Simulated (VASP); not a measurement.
# SiC (P6_3mc) in VASP: further runs, part 2 of 2

VASP 6.6.1. Earlier steps stand in the parts before.

**3. Single point, PBE**

Input file INCAR:

```
SYSTEM = SiC
  ALGO = Normal
  EDIFF = 1E-6
  ENCUT = 520
  GGA = PE
  ISIF = 2
  ISMEAR = 0
  LASPH = .True.
  LCHARG = .False.
  LREAL = Auto
  LWAVE = .False.
  NBANDS = 126
  NELM = 100
  PREC = Accurate
  SIGMA = 0.01
```

Input file KPOINTS:

```
k-points
0
Gamma
  2 2 2
  0 0 0
```

Input file POSCAR:

```
SiC
1.0
   -6.1838730361      0.0000000000     -5.0742922873
    3.0919365181      5.3553911431     -5.0742922873
    3.0919365181     -5.3553911431     -5.0742922873
Si C
24 24
Direct
    0.6668060976      0.3334727643      0.5001394310
    0.3334727643      0.0001394310      0.1668060976
    0.5001394310      0.1668060976      0.8334727643
    0.0001394310      0.1668060976      0.3334727643
    0.5001394310      0.6668060976      0.3334727643
    0.1668060976      0.3334727643      0.0001394310
    0.8334727643      0.0001394310      0.6668060976
    0.6668060976      0.8334727643      0.0001394310
    0.3334727643      0.5001394310      0.6668060976
    0.1668060976      0.8334727643      0.5001394310
    0.8334727643      0.5001394310      0.1668060976
    0.0001394310      0.6668060976      0.8334727643
    0.3334727643      0.1668060976      0.5001394310
    0.0001394310      0.8334727643      0.1668060976
    0.1668060976      0.0001394310      0.8334727643
    0.6668060976      0.0001394310      0.3334727643
    0.1668060976      0.5001394310      0.3334727643
    0.8334727643      0.1668060976      0.0001394310
    0.5001394310      0.8334727643      0.6668060976
    0.3334727643      0.6668060976      0.0001394310
    0.0001394310      0.3334727643      0.6668060976
    0.8334727643      0.6668060976      0.5001394310
    0.5001394310      0.3334727643      0.1668060976
    0.6668060976      0.5001394310      0.8334727643
    0.5415272357      0.2081939024      0.3748605690
    0.2081939024      0.8748605690      0.0415272357
    0.3748605690      0.0415272357      0.7081939024
    0.8748605690      0.0415272357      0.2081939024
    0.3748605690      0.5415272357      0.2081939024
    0.0415272357      0.2081939024      0.8748605690
    0.7081939024      0.8748605690      0.5415272357
    0.5415272357      0.7081939024      0.8748605690
    0.2081939024      0.3748605690      0.5415272357
    0.0415272357      0.7081939024      0.3748605690
    0.7081939024      0.3748605690      0.0415272357
    0.8748605690      0.5415272357      0.7081939024
    0.5415272357      0.3748605690      0.7081939024
    0.2081939024      0.0415272357      0.3748605690
    0.3748605690      0.2081939024      0.0415272357
    0.8748605690      0.2081939024      0.5415272357
    0.3748605690      0.7081939024      0.5415272357
    0.0415272357      0.3748605690      0.2081939024
    0.7081939024      0.0415272357      0.8748605690
    0.5415272357      0.8748605690      0.2081939024
    0.2081939024      0.5415272357      0.8748605690
    0.0415272357      0.8748605690      0.7081939024
    0.7081939024      0.5415272357      0.3748605690
    0.8748605690      0.7081939024      0.0415272357
```

Potentials or basis: VASP PAW PBE potentials, release 64 (Si, C).

Command:

```
> cat potpaw_PBE.64/Si/POTCAR potpaw_PBE.64/C/POTCAR > POTCAR
> mpirun -np 1 vasp_std > vasp.out
```

Wall time 7.9 min (1 thread of Intel Xeon 6975P-C, shared host); peak memory 0.55 GiB.

It converged, with:

```
Free energy            : -361.3429 eV
Pressure               : 0.0 GPa
Largest force          : 0.005 eV/Å
Band gap on the k mesh : 2.75 eV
```

Forces in eV/Å, atoms in the order of the input:
```
Si   0.000  0.000  0.005
Si   0.000  0.000  0.005
Si   0.000  0.000  0.005
Si   0.000  0.000  0.005
Si   0.000  0.000  0.005
Si   0.000  0.000  0.005
Si   0.000  0.000  0.005
Si   0.000  0.000  0.005
Si   0.000  0.000  0.005
Si   0.000  0.000  0.005
Si   0.000  0.000  0.005
Si   0.000  0.000  0.005
Si   0.000  0.000  0.005
Si   0.000  0.000  0.005
Si   0.000  0.000  0.005
Si   0.000  0.000  0.005
Si   0.000  0.000  0.005
Si   0.000  0.000  0.005
Si   0.000  0.000  0.005
Si   0.000  0.000  0.005
Si   0.000  0.000  0.005
Si   0.000  0.000  0.005
Si   0.000  0.000  0.005
Si   0.000  0.000  0.005
C    0.000  0.000 -0.005
C    0.000  0.000 -0.005
C    0.000  0.000 -0.005
C    0.000  0.000 -0.005
C    0.000  0.000 -0.005
C    0.000  0.000 -0.005
C    0.000  0.000 -0.005
C    0.000  0.000 -0.005
C    0.000  0.000 -0.005
C    0.000  0.000 -0.005
C    0.000  0.000 -0.005
C    0.000  0.000 -0.005
C    0.000  0.000 -0.005
C    0.000  0.000 -0.005
C    0.000  0.000 -0.005
C    0.000  0.000 -0.005
C    0.000  0.000 -0.005
C    0.000  0.000 -0.005
C    0.000  0.000 -0.005
C    0.000  0.000 -0.005
C    0.000  0.000 -0.005
C    0.000  0.000 -0.005
C    0.000  0.000 -0.005
C    0.000  0.000 -0.005
```

Stress tensor (GPa, compression positive):
```
 0.03  0.00  0.00
 0.00  0.03  0.00
 0.00  0.00 -0.07
```

Levels at points of the mesh, in eV from the valence-band top:
```csv
k point,band 94,band 95,band 96,band 97,band 98,band 99
"(0.00, 0.00, 0.00)",-0.11,0.00,0.00,2.75,2.75,2.75
"(0.50, 0.00, 0.00)",-0.61,-0.46,-0.46,3.49,3.49,3.71
"(0.50, 0.50, 0.00)",-0.81,-0.60,-0.60,3.17,3.17,3.52
"(0.50, 0.50, 0.50)",-0.71,-0.71,-0.71,2.88,2.88,3.25
```

A k mesh can miss the band edges. Expect the measured gap to be larger: semilocal functionals such as PBE lack the derivative discontinuity.

**4. Single point, PBE**

This run uses another cell than the first one: it holds 4 atoms, not 48.

Input file INCAR:

```
ALGO     = Normal         # electronic algorithm
EDIFF    = 1E-6           # SCF threshold, eV
ENCUT    = 520            # plane-wave cutoff, eV
GGA      = PE             # functional
ISIF     = 2              # what is computed and relaxed
ISMEAR   = 0              # smearing method
LASPH    = True           # aspherical terms in the spheres
LCHARG   = False          # write CHGCAR
LREAL    = False          # projectors in reciprocal space
LWAVE    = False          # write WAVECAR
NBANDS   = 16             # bands
NELM     = 60             # most SCF steps
PREC     = Accurate       # precision mode
SIGMA    = 0.02           # smearing width, eV
```

Input file KPOINTS:

```
k-points
0
Gamma
  12 12 6
```

Input file POSCAR:

```
SiC
1.0
    2.8406312787      0.0000000000      0.0000000000
   -1.4203156393      2.4600588501      0.0000000000
    0.0000000000      0.0000000000      4.6462971024
Si C
2 2
Direct
    0.3333333333      0.6666666667      0.4994268662
    0.6666666667      0.3333333333      0.9994268662
    0.3333333333      0.6666666667      0.8755731338
    0.6666666667      0.3333333333      0.3755731338
```

Potentials or basis: VASP PAW PBE potentials, release 64 (Si, C).

Command:

```
> cat potpaw_PBE.64/Si/POTCAR potpaw_PBE.64/C/POTCAR > POTCAR
> mpirun -np 1 vasp_std > vasp.out
```

OUTCAR:

```text
EDIFF = 1E-6
   ENCUT = 520
   GGA = PE
   ISIF = 2
   ISMEAR = 0
   LASPH = True
   LREAL = False
   NELM = 60
   PREC = Accurate

 ion  position               nearest neighbor table
   1  0.333  0.667  0.499-   4 1.74   4 1.74   4 1.74   3 1.75   2 2.84   2 2.84   2 2.84   2 2.84
                             2 2.84   2 2.84
   2  0.667  0.333  0.999-   3 1.74   3 1.74   3 1.74   4 1.75   1 2.84   1 2.84   1 2.84   1 2.84
                             1 2.84   1 2.84
   3  0.333  0.667  0.876-   2 1.74   2 1.74   2 1.74   1 1.75
   4  0.667  0.333  0.376-   1 1.74   1 1.74   1 1.74   2 1.75

  LATTYP: Found a hexagonal cell.
 ALAT       =     2.8406312787
 C/A-ratio  =     1.6356565307

  Lattice vectors:

 A1 = (   2.8406312787,   0.0000000000,   0.0000000000)
 A2 = (  -1.4203156393,   2.4600588501,   0.0000000000)
 A3 = (   0.0000000000,   0.0000000000,   4.6462971024)

Analysis of symmetry for initial positions (statically):
=====================================================================
 Subroutine PRICEL returns:
 Original cell was already a primitive cell.

 Routine SETGRP: Setting up the symmetry group for a
 hexagonal supercell.

 Subroutine GETGRP returns: Found 12 space group operations
 (whereof  6 operations were pure point group operations)
 out of a pool of 24 trial point group operations.

The static configuration has the point symmetry C_3v.
 The point group associated with its full space group is C_6v.

Analysis of symmetry for dynamics (positions and initial velocities):
=====================================================================
 Subroutine PRICEL returns:
 Original cell was already a primitive cell.

 Routine SETGRP: Setting up the symmetry group for a
 hexagonal supercell.

 Subroutine GETGRP returns: Found 12 space group operations
 (whereof  6 operations were pure point group operations)
[... 121 lines left out ...]
   EFERMI =   0.00;   METHOD = LEGACY
   ISMEAR =     0;   SIGMA  =   0.02  broadening in eV -4-tet -1-fermi 0-gaus
   EFERMI_NEDOS =   21; number of points for ismear=-14 and -15
   IALGO  =     38    algorithm
   IMIX   =      4    mixing-type and parameters
     AMIX     =   0.40;   BMIX     =  1.00
     AMIX_MAG =   1.60;   BMIX_MAG =  1.00
  volume/ion in A,a.u.               =       8.12        54.78
  Fermi-wavevector in a.u.,A,eV,Ry     =   1.293081  2.443569 22.749735  1.672058
  Thomas-Fermi vector in A             =   2.424749
   LORBIT       =      0    0 simple, 1 ext, 2 COOP (PROOUT), +10 PAW based schemes
   GGA     = PE    functional components
   LHFCALC =     F    Hartree Fock is set to
   AEXX    =    0.0000 exact exchange contribution
   IVDW    =     0    specifies the selected vdW correction
   LEPSILON=     F    determine dielectric tensor
   LRPA    =     F    only Hartree local field effects (RPA)
 non-spin polarized calculation
 Gauss-broadening in eV      SIGMA  =   0.02
  energy-cutoff  :      520.00
  volume of cell :       32.47
 maximum number of plane-waves:       885
 NGX is ok and might be reduce to    24

 number of electron      15.9999998 magnetization

 Free energy of the ion-electron system (eV)
  ---------------------------------------------------
  ext. energy  EPLUGINS =         0.00000000
  ---------------------------------------------------
  free energy    TOTEN  =       -27.93417054 eV

  energy without entropy =      -27.93417054  energy(sigma->0) =      -27.93417054

 E-fermi :  11.3806     XC(G=0): -12.4386

 val. band max:       11.2340140877   @ k =   0.0000   0.0000   0.0000
 cond. band min:      13.0553782609   @ k =   0.3333   0.3333   0.0000
 fundamental gap:      1.8213641732
 Fermi energy:        11.3805608804

 k-point     1 :       0.0000    0.0000    0.0000
  band No.  band energies     occupation
      1      -6.3809      2.00000
      2      -1.7864      2.00000
      3       1.0530      2.00000
      4       9.8151      2.00000
      5       9.8151      2.00000
      6      11.1611      2.00000
[... 433 lines left out ...]
      3       3.1156      2.00000
      4       4.6264      2.00000
      5       6.0772      2.00000
      6       7.9756      2.00000
[... 8 lines left out ...]
     15      25.0560      0.00000
     16      25.3576      0.00000

 [... further k-points ...]
[... 5 lines left out ...]
  --------------------------------------------------------------------------------------
  -------------------------------------------------------------------------------------
  Total       18.1872132     18.1872132     18.1907172      0.0000000      0.0000000      0.0000000
  in kB      897.4482211    897.4482211    897.6211296      0.0000000      0.0000000      0.0000000
  external PRESSURE =     897.5058573 kB  Pullay stress =       0.0000000 kB

 VOLUME and BASIS-vectors are now :
 -----------------------------------------------------------------------------
  energy-cutoff  :      520.00
  volume of cell :       32.47
      direct lattice vectors                 reciprocal lattice vectors
     2.840631279  0.000000000  0.000000000     0.352034425  0.203247170  0.000000000
    -1.420315639  2.460058850  0.000000000     0.000000000  0.406494341  0.000000000
     0.000000000  0.000000000  4.646297102     0.000000000  0.000000000  0.215225152

 POSITION                                       TOTAL-FORCE (eV/Angst)
 -----------------------------------------------------------------------------------
     -0.00000      1.64004      2.32049        -0.000000     -0.000000     -0.008517
      1.42032      0.82002      4.64363         0.000000     -0.000000     -0.008517
     -0.00000      1.64004      4.06817         0.000000     -0.000000      0.008517
      1.42032      0.82002      1.74502        -0.000000      0.000000      0.008517
 -----------------------------------------------------------------------------------
    total drift:                                0.000000      0.000000     -0.000361

  FREE ENERGIE OF THE ION-ELECTRON SYSTEM (eV)
  ---------------------------------------------------
  free  energy   TOTEN  =       -27.9341705391 eV

  energy  without entropy=      -27.9341705391  energy(sigma->0) =      -27.93417054
```

OSZICAR:

```text
N       E                     dE             d eps       ncg     rms          rms(c)
DAV:   1     0.265696923998E+02    0.26570E+02   -0.75524E+03  2432   0.925E+02
DAV:   2    -0.312292240753E+02   -0.57799E+02   -0.53076E+02  3376   0.169E+02
DAV:   3    -0.332662810374E+02   -0.20371E+01   -0.20311E+01  3344   0.286E+01
DAV:   4    -0.332769089112E+02   -0.10628E-01   -0.10627E-01  2872   0.256E+00
DAV:   5    -0.332769854433E+02   -0.76532E-04   -0.76531E-04  3224   0.203E-01    0.168E+01
DAV:   6    -0.282451686701E+02    0.50318E+01   -0.77875E+00  3144   0.180E+01    0.813E+00
DAV:   7    -0.279570772521E+02    0.28809E+00   -0.18489E+00  3448   0.840E+00    0.305E+00
DAV:   8    -0.279359274445E+02    0.21150E-01   -0.74023E-02  2904   0.170E+00    0.836E-01
DAV:   9    -0.279339834860E+02    0.19440E-02   -0.75310E-03  3112   0.636E-01    0.115E-01
DAV:  10    -0.279341419034E+02   -0.15842E-03   -0.60293E-04  3072   0.153E-01    0.612E-02
DAV:  11    -0.279341698642E+02   -0.27961E-04   -0.48320E-05  2824   0.562E-02    0.128E-02
DAV:  12    -0.279341705391E+02   -0.67493E-06   -0.39087E-06  3152   0.123E-02
   1 F= -.27934171E+02 E0= -.27934171E+02  d E =-.125802E-27
```

Run time: 18 s. Hardware: 1 thread of Intel Xeon 6975P-C (Granite Rapids), shared host; peak memory 0.16 GiB.

What came out:

```
Free energy            : -27.9342 eV
Pressure               : 89.8 GPa
Largest force          : 0.009 eV/Å
Band gap on the k mesh : 1.82 eV, indirect (least direct gap 4.43 eV)
```

Forces in eV/Å, atoms in the order of the input:
```
Si   0.000  0.000 -0.009
Si   0.000  0.000 -0.009
C    0.000  0.000  0.009
C    0.000  0.000  0.009
```

A k mesh can miss the band edges.

**5. The runs side by side**

```tsv
cell	k mesh	smearing	gap on the mesh (eV)	pressure (GPa)	largest force (eV/Å)
a = 7.999 Å, angles 84.1°, 48 atoms	1 × 1 × 1	gaussian 0.01 eV	2.77	-1.4	-
a = 7.999 Å, angles 84.1°, 48 atoms	2 × 2 × 2	gaussian 0.01 eV	2.75	0.0	0.01
a = 2.841, b = 2.841, c = 4.646 Å, angles 90.0, 90.0, 120.0°, 4 atoms	12 × 12 × 6	gaussian 0.02 eV	1.82	89.8	0.01
```

Alike in all rows: task single point; level PBE; potentials or basis VASP PAW PBE potentials, release 64 (Si, C); no spin polarisation; cutoff (eV) 520.

Caveats: some runs use coarse meshes.

Total energies depend on the potentials used, so only differences within one code and one set of settings carry meaning.
